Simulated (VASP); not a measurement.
# Al2O3: single point with r2SCAN

Crystal: Al2O3.

```
Al O
1.0
     3.07618    0.00000    0.00000
    -1.53809    2.66405    0.00000
     0.00000    0.00000    6.60230
Al O
2 3
Direct
  0.00000 0.00000 0.18094
  0.00000 0.00000 0.81906
  0.33333 0.66667 0.26801
  0.66667 0.33333 0.00000
  0.33333 0.66667 0.73199
```

This cell differs from its parent crystal: ratio of the length along z to the lengths across it x 0.8, volume and fractional coordinates fixed.

```
Program             : VASP 6.6.1
Task                : single point
Functional          : r2SCAN
Potentials or basis : VASP PAW PBE potentials, release 64 (Al, O)
Cutoff              : 520 eV
k mesh              : 12 × 12 × 4
Occupations         : gaussian, width 0.05 eV
Spin                : no spin polarisation
```

The pressure is -10.8 GPa. The largest force is 3.709 eV/Å. The band gap on the k mesh is 2.81 eV (least direct gap 2.97 eV).

Forces on the atoms (eV/Å):
```
Al   0.000  0.000  3.709
Al   0.000  0.000 -3.709
O    0.000  0.000  0.262
O    0.000  0.000  0.000
O    0.000  0.000 -0.262
```

Stress tensor (GPa, compression positive):
```
-32.14   0.00   0.00
  0.00 -32.14   0.00
  0.00   0.00  32.01
```

Levels at points of the mesh, in eV from the valence-band top:
```tsv
k point	band 8	band 9	band 10	band 11	band 12	band 13	band 14	band 15	band 16	band 17
(0.00, 0.00, 0.00)	-2.03	-2.03	-1.79	-1.79	-0.16	2.81	6.33	7.95	12.07	12.41
(0.50, 0.00, 0.00)	-2.63	-2.26	-1.76	-1.23	-0.76	5.72	8.43	9.56	10.43	12.54
(0.00, 0.00, 0.50)	-2.08	-1.89	-1.75	-1.75	-1.10	3.35	6.22	7.52	12.46	12.46
(0.50, 0.00, 0.50)	-2.70	-2.49	-1.70	-1.33	-0.64	5.80	8.65	9.68	9.87	12.73
```

Wall time 94 s on 1 thread of Intel(R) Xeon(R) 6975P-C (Granite Rapids), with other jobs on the host, peak memory 0.19 GiB.

Caveat: the cell stands under tension; the PAW data sets were made with another functional, which shifts forces and pressure a little. A k mesh can miss the band edges.
